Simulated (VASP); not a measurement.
# Ir in VASP: notebook, part 2 of 2

VASP 6.6.1.

### Step 3. Single point, PBE (strain +0.080 along x and y, +0.080 along z)

INCAR

```
SYSTEM = Ir
ALGO     = Normal         ! electronic algorithm
EDIFF    = 1E-6           ! SCF threshold, eV
ENCUT    = 520            ! plane-wave cutoff, eV
GGA      = PE             ! functional
ISIF     = 2              ! what is computed and relaxed
ISMEAR   = 0              ! smearing method
LASPH    = .TRUE.         ! aspherical terms in the spheres
LCHARG   = .FALSE.        ! write CHGCAR
LREAL    = .FALSE.        ! projectors in reciprocal space
LWAVE    = .FALSE.        ! write WAVECAR
NBANDS   = 10             ! bands
NELM     = 80             ! most SCF steps
PREC     = Accurate       ! precision mode
SIGMA    = 0.15           ! smearing width, eV
```

KPOINTS

```
k-points
0
G
  22 22 22
  0 0 0
```

POSCAR

```
Ir
1.0
    0.0000000000      2.0732760000      2.0732760000
    2.0732760000      0.0000000000      2.0732760000
    2.0732760000      2.0732760000      0.0000000000
Ir
1
Direct
    0.0000000000      0.0000000000      0.0000000000
```

Potentials or basis: VASP PAW PBE potentials, release 64 (Ir).

The run is started by

```bash
> cat potpaw_PBE.64/Ir/POTCAR > POTCAR
> mpirun -np 1 vasp_std > vasp.out
```

OUTCAR:

```text
SYSTEM = Ir
   EDIFF = 1E-6
   ENCUT = 520
   GGA = PE
   ISIF = 2
   ISMEAR = 0
   LASPH = .TRUE.
   LREAL = .FALSE.
   NELM = 80
   PREC = Accurate

 ion  position               nearest neighbor table
   1  0.000  0.000  0.000-

  LATTYP: Found a face centered cubic cell.
 ALAT       =     4.1465520000

  Lattice vectors:

 A1 = (   0.0000000000,   2.0732760000,   2.0732760000)
 A2 = (   2.0732760000,   0.0000000000,   2.0732760000)
 A3 = (   2.0732760000,   2.0732760000,   0.0000000000)

Analysis of symmetry for initial positions (statically):
=====================================================================
 Subroutine PRICEL returns:
 Original cell was already a primitive cell.

 Routine SETGRP: Setting up the symmetry group for a
 face centered cubic supercell.

 Subroutine GETGRP returns: Found 48 space group operations
 (whereof 48 operations were pure point group operations)
 out of a pool of 48 trial point group operations.

The static configuration has the point symmetry O_h .

Analysis of symmetry for dynamics (positions and initial velocities):
=====================================================================
 Subroutine PRICEL returns:
[... 157 lines left out ...]

 val. band max:        6.7954583039   @ k =   0.3636   0.1364   0.0000
 cond. band min:       6.7974647042   @ k =  -0.1818   0.1364   0.0000
 fundamental gap:      0.0020064003
 Fermi energy:         6.7965332830

 k-point     1 :       0.0000    0.0000    0.0000
  band No.  band energies     occupation
      1      -1.9834      2.00000
      2       4.1098      2.00000
      3       4.1098      2.00000
      4       4.1098      2.00000
      5       5.9577      2.00000
      6       5.9577      2.00000
      7      21.3776      0.00000
      8      25.6451      0.00000
      9      25.6451      0.00000
     10      25.6451      0.00000
[... 287 lines left out ...]
 k-point    24 :      -0.4545    0.0455    0.0000
  band No.  band energies     occupation
      1       0.9423      2.00000
      2       4.0261      2.00000
      3       4.1111      2.00000
      4       6.1747      2.00000
      5       7.2975      0.00000
      6       7.8341      0.00000
      7      12.2581      0.00000
      8      21.0090      0.00000
      9      24.2548      0.00000
     10      24.6992      0.00000

 [... further k-points ...]
[... 5 lines left out ...]
  --------------------------------------------------------------------------------------
  -------------------------------------------------------------------------------------
  Total       -4.6319389     -4.6319389     -4.6319389     -0.0000000      0.0000000      0.0000000
  in kB     -416.3629181   -416.3629181   -416.3629181     -0.0000000      0.0000000      0.0000000
  external PRESSURE =    -416.3629181 kB  Pullay stress =       0.0000000 kB

 VOLUME and BASIS-vectors are now :
 -----------------------------------------------------------------------------
  energy-cutoff  :      520.00
  volume of cell :       17.82
      direct lattice vectors                 reciprocal lattice vectors
     0.000000000  2.073276000  2.073276000    -0.241164225  0.241164225  0.241164225
     2.073276000  0.000000000  2.073276000     0.241164225 -0.241164225  0.241164225
     2.073276000  2.073276000  0.000000000     0.241164225  0.241164225 -0.241164225

 POSITION                                       TOTAL-FORCE (eV/Angst)
 -----------------------------------------------------------------------------------
      0.00000      0.00000      0.00000         0.000000      0.000000      0.000000
 -----------------------------------------------------------------------------------
    total drift:                               -0.000000      0.000000      0.000000

  FREE ENERGIE OF THE ION-ELECTRON SYSTEM (eV)
  ---------------------------------------------------
  free  energy   TOTEN  =        -8.3210891930 eV

  energy  without entropy=       -8.3037421774  energy(sigma->0) =       -8.31241569
```

OSZICAR:

```text
N       E                     dE             d eps       ncg     rms          rms(c)
DAV:   1     0.471941837348E+02    0.47194E+02   -0.42219E+03  6608   0.790E+02
DAV:   2    -0.789246009545E+01   -0.55087E+02   -0.52005E+02  6686   0.185E+02
DAV:   3    -0.894818305854E+01   -0.10557E+01   -0.10508E+01  7854   0.316E+01
DAV:   4    -0.895714320738E+01   -0.89601E-02   -0.89582E-02  7270   0.272E+00
DAV:   5    -0.895733391641E+01   -0.19071E-03   -0.19071E-03  7396   0.383E-01    0.829E+00
DAV:   6    -0.837492415961E+01    0.58241E+00   -0.15177E+00  7362   0.138E+01    0.304E+00
DAV:   7    -0.832496916381E+01    0.49955E-01   -0.20602E-01  7796   0.455E+00    0.162E+00
DAV:   8    -0.832133301391E+01    0.36361E-02   -0.28184E-03  7220   0.639E-01    0.429E-01
DAV:   9    -0.832108137433E+01    0.25164E-03   -0.20207E-04  7594   0.149E-01    0.291E-02
DAV:  10    -0.832108944046E+01   -0.80661E-05   -0.44990E-06  7358   0.191E-02    0.826E-03
DAV:  11    -0.832108919299E+01    0.24747E-06   -0.11116E-07  3676   0.467E-03
   1 F= -.83210892E+01 E0= -.83124157E+01  d E =-.173470E-01
```

stdout:

```text
POSCAR found type information on POSCAR Ir
 POSCAR found :  1 types and       1 ions
 scaLAPACK will be used
 LDA part: xc-table for (Slater+PW92), standard interpolation
 POSCAR, INCAR and KPOINTS ok, starting setup
 FFT: planning ... GRIDC
 FFT: planning ... GRID_SOFT
 FFT: planning ... GRID
 WAVECAR not read
 entering main loop
```

Run time: 43 s. Hardware: 1 thread of Intel Xeon Platinum 8259CL at 2.50GHz (Skylake/Cascade Lake), shared host; peak memory 0.19 GiB.

What came out:

* Free energy: -8.3211 eV
* Pressure: -41.6 GPa
* Band gap on the k mesh: zero (an odd number of electrons rules out a gap without spin polarisation)

Caveat: the cell differs from its parent crystal (strain +0.080 along x and y, +0.080 along z); the cell stands under tension; spin-orbit coupling is left out, which moves the levels of the heavy elements.

### Step 4. Single point, PBE (strain +0.040 along x and y, +0.080 along z)

INCAR

```
SYSTEM = Ir
PREC = Accurate ; ENCUT = 520
EDIFF = 1E-6 ; ISMEAR = 0
SIGMA = 0.15 ; LREAL = .False.
LASPH = .True. ; NELM = 100
ALGO = Fast ; ISIF = 2
LWAVE = .False. ; LCHARG = .False.
GGA = PE ; NBANDS = 10
```

KPOINTS

```
regular mesh
0
Gamma
  22 22 22
  0 0 0
```

POSCAR

```
Ir
1.0
    0.0000000000      1.9964880000      2.0732760000
    1.9964880000      0.0000000000      2.0732760000
    1.9964880000      1.9964880000      0.0000000000
Ir
1
Direct
    0.0000000000      0.0000000000      0.0000000000
```

The run is started by

```bash
> cat potpaw_PBE.64/Ir/POTCAR > POTCAR
> mpirun -np 1 vasp_std > vasp.out
```

It took 2.5 min on 1 thread of Intel Xeon Platinum 8259CL at 2.50GHz (Skylake/Cascade Lake), shared host; peak memory 0.27 GiB.

It converged, with:

* Free energy: -8.6116 eV
* Pressure: -31.8 GPa
* Band gap on the k mesh: zero (an odd number of electrons rules out a gap without spin polarisation)

Stress tensor (GPa, compression positive):
```
-28.87   0.00   0.00
  0.00 -28.87   0.00
  0.00   0.00 -37.79
```

Levels at points of the mesh, in eV from the Fermi level:
| k point | band 2 | band 3 | band 4 | band 5 | band 6 | band 7 |
| --- | --- | --- | --- | --- | --- | --- |
| (0.00, 0.00, 0.00) | -3.29 | -2.88 | -2.88 | -1.20 | -0.68 | 14.58 |
| (0.50, 0.00, 0.00) | -3.29 | -2.88 | -0.29 | 0.58 | 0.78 | 5.87 |
| (0.50, 0.50, 0.00) | -5.75 | 0.69 | 1.09 | 1.09 | 1.37 | 8.00 |
| (0.50, 0.00, 0.50) | -5.76 | 0.62 | 0.93 | 1.33 | 2.05 | 8.90 |

Caveat: the cell differs from its parent crystal (strain +0.040 along x and y, +0.080 along z); the cell stands under tension; spin-orbit coupling is left out, which moves the levels of the heavy elements.

### Step 5. The runs side by side

```csv
cell,gap on the mesh (eV),pressure (GPa)
"a = 2.823 Å, angles 60.0°, 1 atom",none,-25.4
"a = 2.932 Å, angles 60.0°, 1 atom",none,-41.6
"a = 2.878, b = 2.878, c = 2.823 Å, angles 60.6, 60.6, 58.7°, 1 atom",none,-31.8
```

Alike in all rows: task single point; level PBE; potentials or basis VASP PAW PBE potentials, release 64 (Ir); no spin polarisation; k mesh 22 × 22 × 22; cutoff (eV) 520; smearing gaussian 0.15 eV.

Caveats: the cell stands under tension; spin-orbit coupling is left out, which moves the levels of the heavy elements.

Absolute energies hang on the potentials; compare differences alone.
